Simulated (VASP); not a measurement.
**Si: relaxation of cell and atoms with PBE**

Si:

```xyz
2
Lattice="0.0000 2.7155 2.7155 2.7155 0.0000 2.7155 2.7155 2.7155 0.0000" Properties=species:S:1:pos:R:3 pbc="T T T"
Si    2.7155    2.7155    2.7155
Si    4.0732    4.0732    4.0732
```

* Program: VASP 6.6.1
* Task: relaxation of cell and atoms
* Functional: PBE
* Potentials or basis: VASP PAW PBE potentials, release 64 (Si)
* Cutoff: 600 eV
* k mesh: 10 × 10 × 10
* Occupations: gaussian, width 0.02 eV
* Spin: no spin polarisation
* Dipole correction: no
* Further INCAR settings: ALGO = Normal; EDIFF = 1e-07; IBRION = 2; EDIFFG = -0.005; NSW = 100; ISIF = 3

```json
{
  "Relaxed volume": "20.44 Å³/atom",
  "Relaxed cell": "a = 3.867 Å, b = 3.867 Å, c = 3.867 Å, α = 60.00°, β = 60.00°, γ = 60.00°",
  "Space group after relaxing (to 0.05 Å)": "Fd-3m (No. 227)",
  "Energy gained by relaxing": "2.5 meV/atom",
  "Ionic steps": "3",
  "Pressure after relaxing": "0.0 GPa",
  "Band gap on the k mesh": "0.62 eV, indirect (least direct gap 2.56 eV)"
}
```

Step by step:
| step | energy change (eV) | largest force (eV/Å) | pressure (GPa) | volume (Å³) |
| --- | --- | --- | --- | --- |
| 1 | 0.0000 | 0.0000 | 1.94 | 40.05 |
| 2 | -0.0027 | 0.0000 | -1.21 | 41.46 |
| 3 | -0.0050 | 0.0000 | 0.01 | 40.89 |

Final structure:
```yaml
crystal:
  lattice:
    - [0.00000, 2.73431, 2.73431]
    - [2.73431, 0.00000, 2.73431]
    - [2.73431, 2.73431, 0.00000]
  atoms:
    - { symbol: Si, position: [0.50000, 0.50000, 0.50000] }
    - { symbol: Si, position: [0.75000, 0.75000, 0.75000] }
```

Levels at points of the mesh, in eV from the valence-band top:
```csv
k point,band 1,band 2,band 3,band 4,band 5,band 6,band 7,band 8
"(0.00, 0.00, 0.00)",-11.81,0.00,0.00,0.00,2.56,2.56,2.56,3.13
"(0.50, 0.00, 0.00)",-9.54,-6.87,-1.18,-1.18,1.47,3.35,3.35,7.70
"(0.50, 0.50, 0.00)",-7.75,-7.75,-2.79,-2.79,0.75,0.75,9.94,9.94
```

Wall time 16 s on 1 thread of Intel(R) Xeon(R) Platinum 8488C (Sapphire Rapids) (shared host), peak memory 0.17 GiB.

A k mesh can miss the band edges. As with any semilocal functional, this PBE gap is likely too small.
